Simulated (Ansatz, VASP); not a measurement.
## TiTe2: VASP beside Ansatz

The input INCAR:

```
SYSTEM = TiTe2
ALGO     = Normal         ! electronic algorithm
EDIFF    = 1E-6           ! SCF threshold, eV
ENCUT    = 520            ! plane-wave cutoff, eV
GGA      = CA             ! functional
ISIF     = 2              ! what is computed and relaxed
ISMEAR   = 0              ! smearing method
LASPH    = .TRUE.         ! aspherical terms in the spheres
LCHARG   = .TRUE.         ! write CHGCAR
LELF     = .TRUE.         ! ELF
LREAL    = .FALSE.        ! projectors in reciprocal space
LVHAR    = .TRUE.       
LWAVE    = .FALSE.        ! write WAVECAR
NBANDS   = 19             ! bands
NELM     = 60             ! most SCF steps
PREC     = Accurate       ! precision mode
SIGMA    = 0.05           ! smearing width, eV
```

Contents of KPOINTS:

```
k-points
0
G
  9 9 6
  0 0 0
```

The input POSCAR:

```
TiTe2
1.0
    3.7770000000      0.0000000000      0.0000000000
   -1.8885000000      3.2709779501      0.0000000000
    0.0000000000      0.0000000000      6.4980000000
Ti Te
1 2
Direct
    0.0000000000      0.0000000000      0.0000000000
    0.6666666667      0.3333333333      0.2628000000
    0.3333333333      0.6666666667      0.7372000000
```

Input for Ansatz:

```yaml
crystal:
  lattice:
    - [3.777, 0.0, 0.0]
    - [-1.8885, 3.2709779501, 0.0]
    - [0.0, 0.0, 6.498]
  atoms:
    - { symbol: Ti, position: [0.0, 0.0, 0.0] }
    - { symbol: Te, position: [0.6666666667, 0.3333333333, 0.2628] }
    - { symbol: Te, position: [0.3333333333, 0.6666666667, 0.7372] }
basis:
  ecutwfc: 420
  fft_grid_basis: typed
kpoints:
  mp_grid: { grid: [9, 9, 6] }
hamiltonian:
  xc: lda
  pseudopotentials: { kind: paw }
scf:
  occupations: { method: gaussian, width: 0.05 }
output:
  forces: true
  stress: true
  eigenvalues: true
  bader: true
  write_density: true
  volumetric_format: npy
```

Alike in both runs: task single point; functional LDA; k mesh 9 × 9 × 6; occupations gaussian, width 0.05 eV; no spin polarisation.

```csv
,VASP,Ansatz
version,VASP 6.6.1,Ansatz 0.2.0
potentials or method,"VASP PAW LDA potentials, release 64 (Ti_sv, Te), cutoff 520 eV","scalar-relativistic, plane waves, PAW"
valence electrons in the cell,24,44
```

```csv
,VASP,Ansatz,Ansatz less VASP
gap on the k mesh at the Fermi level (eV),none,none,-
pressure (GPa),-4.0,-4.1,-0.09
"traceless stress, the component that is largest in VASP (GPa)",0.36,0.36,-0.002
rms of the force components (eV/Å),0.127,0.140,+0.0133
```

LDA's correlation is that of Perdew and Zunger in VASP and of Perdew and Wang (1992) in Ansatz. Atom by atom the forces differ by 0.013 eV/Å (rms over components). A gap of «none» marks a metal or a gap that the smearing closes. VASP's potentials hold 24 valence electrons a cell and Ansatz's 44, so a difference there can come from the potentials and not from the codes.

Spin-orbit coupling is off throughout.
